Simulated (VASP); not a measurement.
# ScPt (Pm-3m) in VASP: further runs

Runs on ScPt. Level: LDA. Tasks: single point, relaxation of volume and atoms at fixed shape.

Program: VASP 6.6.1. These are calculated values, not measurements. Logs are shortened: lines on timing, memory, paths and dates and some standing lists are left out, and cuts for length are marked.

## 1. The cell of the first run

Symmetry: Pm-3m, No. 221, cubic system. The conventional cell has a = 3.228 Å, b = 3.228 Å, c = 3.228 Å, α = 90.00°, β = 90.00°, γ = 90.00°. Sc (site symmetry m-3m) has 8 Pt at 2.80 Å and 6 Sc at 3.23 Å within 3.7 Å. Pt (site symmetry m-3m) has 8 Sc at 2.80 Å and 6 Pt at 3.23 Å within 3.7 Å.

## 2. Single point, LDA

INCAR reads:

```
SYSTEM = ScPt
  ALGO = Normal
  EDIFF = 1E-6
  ENCUT = 520
  ISIF = 2
  ISMEAR = -1
  LASPH = .True.
  LCHARG = .False.
  LREAL = .False.
  LWAVE = .False.
  NBANDS = 18
  NELM = 100
  PREC = Accurate
  SIGMA = 0.05
```

KPOINTS reads:

```
k-points
0
Gamma
  13 13 13
  0 0 0
```

POSCAR reads:

```
ScPt
1.0
    3.2283214605      0.0000000000      0.0000000000
    0.0000000000      3.2283214605      0.0000000000
    0.0000000000      0.0000000000      3.2283214605
Sc Pt
1 1
Direct
    0.5000000000      0.5000000000      0.5000000000
    0.0000000000      0.0000000000      0.0000000000
```

Potentials or basis: VASP PAW LDA potentials, release 64 (Sc_sv, Pt).

The run is started by

```bash
cat potpaw_LDA.64/Sc_sv/POTCAR potpaw_LDA.64/Pt/POTCAR > POTCAR
mpirun -np 1 vasp_std > vasp.out
```

OUTCAR:

```text
SYSTEM = ScPt
   EDIFF = 1E-6
   ENCUT = 520
   ISIF = 2
   ISMEAR = -1
   LASPH = .True.
   LREAL = .False.
   NELM = 100
   PREC = Accurate

 ion  position               nearest neighbor table
   1  0.500  0.500  0.500-   2 2.80   2 2.80   2 2.80   2 2.80   2 2.80   2 2.80   2 2.80   2 2.80

   2  0.000  0.000  0.000-   1 2.80   1 2.80   1 2.80   1 2.80   1 2.80   1 2.80   1 2.80   1 2.80

  LATTYP: Found a simple cubic cell.
 ALAT       =     3.2283214605

  Lattice vectors:

 A1 = (   3.2283214605,   0.0000000000,   0.0000000000)
 A2 = (   0.0000000000,   3.2283214605,   0.0000000000)
 A3 = (   0.0000000000,   0.0000000000,   3.2283214605)

Analysis of symmetry for initial positions (statically):
=====================================================================
 Subroutine PRICEL returns:
 Original cell was already a primitive cell.

 Routine SETGRP: Setting up the symmetry group for a
 simple cubic supercell.

 Subroutine GETGRP returns: Found 48 space group operations
 (whereof 48 operations were pure point group operations)
 out of a pool of 48 trial point group operations.

The static configuration has the point symmetry O_h .

Analysis of symmetry for dynamics (positions and initial velocities):
=====================================================================
 Subroutine PRICEL returns:
 Original cell was already a primitive cell.

 Routine SETGRP: Setting up the symmetry group for a
 simple cubic supercell.

 Subroutine GETGRP returns: Found 48 space group operations
 (whereof 48 operations were pure point group operations)
 out of a pool of 48 trial point group operations.

The dynamic configuration has the point symmetry O_h .

 Subroutine INISYM returns: Found 48 space group operations
 (whereof 48 operations are pure point group operations),
 and found     1 'primitive' translations

----------------------------------------------------------------------------------------

                                     Primitive cell

  volume of cell :      33.6458

  direct lattice vectors                    reciprocal lattice vectors
     3.228321461  0.000000000  0.000000000     0.309758496  0.000000000  0.000000000
     0.000000000  3.228321461  0.000000000     0.000000000  0.309758496  0.000000000
     0.000000000  0.000000000  3.228321461     0.000000000  0.000000000  0.309758496

  length of vectors
     3.228321461  3.228321461  3.228321461     0.309758496  0.309758496  0.309758496

  position of ions in fractional coordinates (direct lattice)
     0.500000000  0.500000000  0.500000000
     0.000000000  0.000000000  0.000000000

  ion indices of the primitive-cell ions
   primitive index   ion index
                 1           1
                 2           2

----------------------------------------------------------------------------------------

 KPOINTS: k-points

Automatic generation of k-mesh.
 Grid dimensions read from file:
 generate k-points for:   13   13   13

 Generating k-lattice:

  Cartesian coordinates                     Fractional coordinates (reciprocal lattice)
     0.023827577  0.000000000  0.000000000     0.076923077  0.000000000  0.000000000
     0.000000000  0.023827577  0.000000000     0.000000000  0.076923077  0.000000000
     0.000000000  0.000000000  0.023827577     0.000000000  0.000000000  0.076923077

  Length of vectors
     0.023827577  0.023827577  0.023827577

  Shift w.r.t. Gamma in fractional coordinates (k-lattice)
     0.000000000  0.000000000  0.000000000

 Subroutine IBZKPT returns following result:
 ===========================================

 Found     84 irreducible k-points:

 Following reciprocal coordinates:
            Coordinates               Weight
  0.000000  0.000000  0.000000      1.000000
  0.076923  0.000000  0.000000      6.000000
  0.153846  0.000000  0.000000      6.000000
  0.230769  0.000000  0.000000      6.000000
  0.307692  0.000000  0.000000      6.000000
  0.384615  0.000000  0.000000      6.000000
[... 16 lines left out ...]
  0.307692  0.307692  0.000000     12.000000
  0.384615  0.307692  0.000000     24.000000
 [... further k-points ...]
   k-points           NKPTS =     84   k-points in BZ     NKDIM =     84   number of bands    NBANDS=     18
   number of dos      NEDOS =    301   number of ions     NIONS =      2
   total plane-waves  NPLWV =  13824
   dimension x,y,z NGX =    24 NGY =   24 NGZ =   24
   dimension x,y,z NGXF=    48 NGYF=   48 NGZF=   48
   ions per type =               1   1
   NGX,Y,Z   is equivalent  to a cutoff of  12.36, 12.36, 12.36 a.u.
   NGXF,Y,Z  is equivalent  to a cutoff of  24.72, 24.72, 24.72 a.u.
 SYSTEM =  ScPt
   PREC   = accura    normal or accurate (medium, high low for compatibility)
   ISTART =      0    job   : 0-new  1-cont  2-samecut
   ICHARG =      2    charge: 1-file 2-atom 10-const
   ISPIN  =      1    spin polarized calculation?
   LNONCOLLINEAR =      F non collinear calculations
   LSORBIT =      F    spin-orbit coupling
   LASPH  =      T    aspherical Exc in radial PAW
   ENCUT  =  520.0 eV  38.22 Ry    6.18 a.u.   6.00  6.00  6.00*2*pi/ulx,y,z
   NELM   =    100;   NELMIN=  2; NELMDL= -5     # of ELM steps
   EDIFF  = 0.1E-05   stopping-criterion for ELM
   LREAL  =      F    real-space projection
   EDIFFG = 0.1E-04   stopping-criterion for IOM
   NSW    =      0    number of steps for IOM
   IBRION =     -1    ionic relax: 0-MD 1-quasi-New 2-CG
   NFREE  =      0    steps in history (QN), initial steepest desc. (CG)
   ISIF   =      2    stress and relaxation
   ISYM   =      2    0-nonsym 1-usesym 2-fastsym
   POTIM  = 0.5000    time-step for ionic-motion
   TEBEG  =    0.0;   TEEND  =   0.0 temperature during run
   PSTRESS=    0.0 pullay stress
   NELECT =      21.0000    total number of electrons
   NUPDOWN=      -1.0000    fix difference up-down
   EMIN   =  10.00;   EMAX   =-10.00  energy-range for DOS
   EFERMI =   0.00;   METHOD = LEGACY
   ISMEAR =    -1;   SIGMA  =   0.05  broadening in eV -4-tet -1-fermi 0-gaus
   EFERMI_NEDOS =   21; number of points for ismear=-14 and -15
   IALGO  =     38    algorithm
   IMIX   =      4    mixing-type and parameters
     AMIX     =   0.40;   BMIX     =  1.00
     AMIX_MAG =   1.60;   BMIX_MAG =  1.00
  volume/ion in A,a.u.               =      16.82       113.53
  Fermi-wavevector in a.u.,A,eV,Ry     =   1.399065  2.643849 26.631802  1.957382
  Thomas-Fermi vector in A             =   2.522161
   LORBIT       =      0    0 simple, 1 ext, 2 COOP (PROOUT), +10 PAW based schemes
   GGA     = CA    functional components
   LHFCALC =     F    Hartree Fock is set to
   AEXX    =    0.0000 exact exchange contribution
   IVDW    =     0    specifies the selected vdW correction
   LEPSILON=     F    determine dielectric tensor
   LRPA    =     F    only Hartree local field effects (RPA)
 non-spin polarized calculation
  energy-cutoff  :      520.00
  volume of cell :       33.65
 maximum number of plane-waves:       925
   NGX = 13   NGY = 13   NGZ = 13

 number of electron      21.0000002 magnetization

 Free energy of the ion-electron system (eV)
  ---------------------------------------------------
  ext. energy  EPLUGINS =         0.00000000
  ---------------------------------------------------
  free energy    TOTEN  =       -16.68517231 eV

  energy without entropy =      -16.67245314  energy(sigma->0) =      -16.67881273

 E-fermi :   8.3500     XC(G=0): -12.4417

 val. band max:        8.3495628690   @ k =   0.3846   0.0000   0.0000
 cond. band min:       8.3611213615   @ k =   0.3846   0.1538   0.0769
 fundamental gap:      0.0115584925
 Fermi energy:         8.3500470520

 k-point     1 :       0.0000    0.0000    0.0000
  band No.  band energies     occupation
      1     -40.7872      2.00000
      2     -19.6580      2.00000
      3     -19.6580      2.00000
      4     -19.6580      2.00000
      5       0.0150      2.00000
      6       2.8041      2.00000
[... 10 lines left out ...]
     17      15.8362      0.00000
     18      15.8362      0.00000

 k-point     2 :       0.0769    0.0000    0.0000
  band No.  band energies     occupation
      1     -40.7856      2.00000
      2     -19.6750      2.00000
      3     -19.6573      2.00000
      4     -19.6573      2.00000
      5       0.1288      2.00000
      6       2.8451      2.00000
[... 10 lines left out ...]
     17      16.2224      0.00000
     18      16.2224      0.00000

 k-point     3 :       0.1538    0.0000    0.0000
  band No.  band energies     occupation
      1     -40.7810      2.00000
      2     -19.7219      2.00000
      3     -19.6551      2.00000
      4     -19.6551      2.00000
      5       0.4595      2.00000
      6       2.9636      2.00000
[... 10 lines left out ...]
     17      17.1745      0.00000
     18      17.1745      0.00000

 k-point     4 :       0.2308    0.0000    0.0000
  band No.  band energies     occupation
      1     -40.7746      2.00000
      2     -19.7872      2.00000
      3     -19.6521      2.00000
      4     -19.6521      2.00000
      5       0.9714      2.00000
      6       3.1444      2.00000
[... 375 lines left out ...]
      4     -19.6313      2.00000
      5       2.7051      2.00000
      6       3.5150      2.00000
[... 10 lines left out ...]
     17      17.8107      0.00000
     18      20.1345      0.00000

 k-point    23 :       0.3077    0.3077    0.0000
  band No.  band energies     occupation
      1     -40.7509      2.00000
      2     -19.8346      2.00000
      3     -19.8146      2.00000
      4     -19.6319      2.00000
      5       2.3739      2.00000
      6       3.4438      2.00000
[... 10 lines left out ...]
     17      15.9843      0.00000
     18      20.7851      0.00000

 k-point    24 :       0.3846    0.3077    0.0000
  band No.  band energies     occupation
      1     -40.7460      2.00000
      2     -19.8756      2.00000
      3     -19.8148      2.00000
      4     -19.6269      2.00000
      5       2.5445      2.00000
      6       3.2937      2.00000
[... 10 lines left out ...]
     17      16.2326      0.00000
     18      19.7794      0.00000

 [... further k-points ...]

------------------------ aborting loop because EDIFF is reached ----------------------------------------

  FORCE on cell =-STRESS in cart. coord.  units (eV):
  Direction    XX          YY          ZZ          XY          YZ          ZX
  --------------------------------------------------------------------------------------
  -------------------------------------------------------------------------------------
  Total        0.1581118      0.1581118      0.1581118     -0.0000000     -0.0000000      0.0000000
  in kB        7.5291262      7.5291262      7.5291262     -0.0000000     -0.0000000      0.0000000
  external PRESSURE =       7.5291262 kB  Pullay stress =       0.0000000 kB

 VOLUME and BASIS-vectors are now :
 -----------------------------------------------------------------------------
  energy-cutoff  :      520.00
  volume of cell :       33.65
      direct lattice vectors                 reciprocal lattice vectors
     3.228321461  0.000000000  0.000000000     0.309758496  0.000000000  0.000000000
     0.000000000  3.228321461  0.000000000     0.000000000  0.309758496  0.000000000
     0.000000000  0.000000000  3.228321461     0.000000000  0.000000000  0.309758496

 POSITION                                       TOTAL-FORCE (eV/Angst)
 -----------------------------------------------------------------------------------
      1.61416      1.61416      1.61416         0.000000      0.000000      0.000000
      0.00000      0.00000      0.00000         0.000000      0.000000      0.000000
 -----------------------------------------------------------------------------------
    total drift:                                0.000000      0.000000     -0.000000

  FREE ENERGIE OF THE ION-ELECTRON SYSTEM (eV)
  ---------------------------------------------------
  free  energy   TOTEN  =       -16.6851723128 eV

  energy  without entropy=      -16.6724531411  energy(sigma->0) =      -16.67881273
```

Wall time 11 s (1 thread of Intel Xeon 6975P-C (Granite Rapids), shared host); peak memory 0.16 GiB.

What came out:

- Free energy: -16.6852 eV
- Pressure: 0.8 GPa
- Band gap on the k mesh: zero (an odd number of electrons rules out a gap without spin polarisation)

Levels at points of the mesh, in eV from the Fermi level:
```tsv
k point	band 8	band 9	band 10	band 11	band 12	band 13
(0.00, 0.00, 0.00)	-3.00	-3.00	-3.00	1.45	1.45	3.58
```

Caveat: spin-orbit coupling is left out, which moves the levels of the heavy elements.

## 3. Relaxation of volume and atoms at fixed shape, LDA

This run uses another cell than the first one, of 17.48 Å³/atom.

INCAR reads:

```
ALGO = Normal
EDIFF = 1E-6
EDIFFG = -0.02
ENCUT = 600
GGA = CA
IBRION = 2
ISIF = 8
ISMEAR = -1
LASPH = T
LCHARG = F
LREAL = F
LWAVE = F
NELM = 60
NSW = 80
PREC = Accurate
SIGMA = 0.05
```

KPOINTS reads:

```
k-points
0
Gamma
  13 13 13
```

POSCAR reads:

```
ScPt
1.0
    3.2700000000      0.0000000000      0.0000000000
    0.0000000000      3.2700000000      0.0000000000
    0.0000000000      0.0000000000      3.2700000000
Sc Pt
1 1
Direct
    0.5000000000      0.5000000000      0.5000000000
    0.0000000000      0.0000000000      0.0000000000
```

Potentials or basis: VASP PAW LDA potentials, release 64 (Sc_sv, Pt).

The run is started by

```bash
cat potpaw_LDA.64/Sc_sv/POTCAR potpaw_LDA.64/Pt/POTCAR > POTCAR
mpirun -np 1 vasp_std > vasp.out
```

It took 42 s on 1 thread of Intel Xeon 6975P-C (Granite Rapids), shared host; peak memory 0.2 GiB.

The run converged. Its results:

```yaml
Free_energy: -16.6858 eV
Relaxed_volume: 16.92 Å³/atom
Relaxed_cell: a = 3.234 Å, b = 3.234 Å, c = 3.234 Å, α = 90.00°, β = 90.00°, γ = 90.00°
Space_group_after_relaxing_to_0.1_Å: Pm-3m (No. 221)
Energy_gained_by_relaxing: 9.2 meV/atom
Ionic_steps: 3
Pressure_after_relaxing: -0.1 GPa
Band_gap_on_the_k_mesh: zero (an odd number of electrons rules out a gap without spin polarisation)
```

Step by step:
| step | energy change (eV) | largest force (eV/Å) | pressure (GPa) | volume (Å³) |
| --- | --- | --- | --- | --- |
| 1 | 0.0000 | 0.0000 | -4.98 | 34.97 |
| 2 | 0.0193 | 0.0000 | 8.20 | 32.29 |
| 3 | -0.0184 | 0.0000 | -0.08 | 33.83 |

Final structure:
```yaml
crystal:
  lattice:
    - [3.23428, 0.00000, 0.00000]
    - [0.00000, 3.23428, 0.00000]
    - [0.00000, 0.00000, 3.23428]
  atoms:
    - { symbol: Sc, position: [0.50000, 0.50000, 0.50000] }
    - { symbol: Pt, position: [0.00000, 0.00000, 0.00000] }
```

Levels at points of the mesh, in eV from the Fermi level:
```
           k point  band 8  band 9  band 10  band 11  band 12  band 13
(0.00, 0.00, 0.00)   -2.99   -2.99    -2.99     1.44     1.44     3.56
```

Caveat: spin-orbit coupling is left out, which moves the levels of the heavy elements. LDA usually gives volumes a few per cent too small.
